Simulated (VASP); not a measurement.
Input of a VASP 6.6.1 run:

Contents of INCAR:

```
SYSTEM = Ag
ALGO     = Normal         ! electronic algorithm
EDIFF    = 1E-6           ! SCF threshold, eV
ENCUT    = 520            ! plane-wave cutoff, eV
ISIF     = 2              ! what is computed and relaxed
ISMEAR   = -1             ! smearing method
LASPH    = .True.         ! aspherical terms in the spheres
LCHARG   = .False.        ! write CHGCAR
LREAL    = .False.        ! projectors in reciprocal space
LWAVE    = .False.        ! write WAVECAR
NBANDS   = 18             ! bands
NELM     = 100            ! most SCF steps
PREC     = Accurate       ! precision mode
SIGMA    = 0.05           ! smearing width, eV
```

File KPOINTS:

```
k-points
0
Gamma
  10 10 6
  0 0 0
```

File POSCAR:

```
Ag
1.0
    2.9494045390      0.0000000000      0.0000000000
   -1.4747022695      2.5542592568      0.0000000000
    0.0000000000      0.0000000000      4.8217227788
Ag
2
Direct
    0.6666666667      0.3333333333      0.7500000000
    0.3333333333      0.6666666667      0.2500000000
```

Potentials or basis: VASP PAW LDA potentials, release 64 (Ag).

The run is started by

```bash
$ cat potpaw_LDA.64/Ag/POTCAR > POTCAR
$ mpirun -np 1 vasp_std > vasp.out
```

**Question.** Predict the pressure.

**Answer.** -11.7 GPa.

**Question.** Predict the band gap on the k mesh.

**Answer.** Zero (band 11 reaches 10.26 eV, above the bottom of band 12 at 3.99 eV).

Stress tensor (GPa, compression positive):
```
-11.47   0.00   0.00
  0.00 -11.47   0.00
  0.00   0.00 -12.08
```
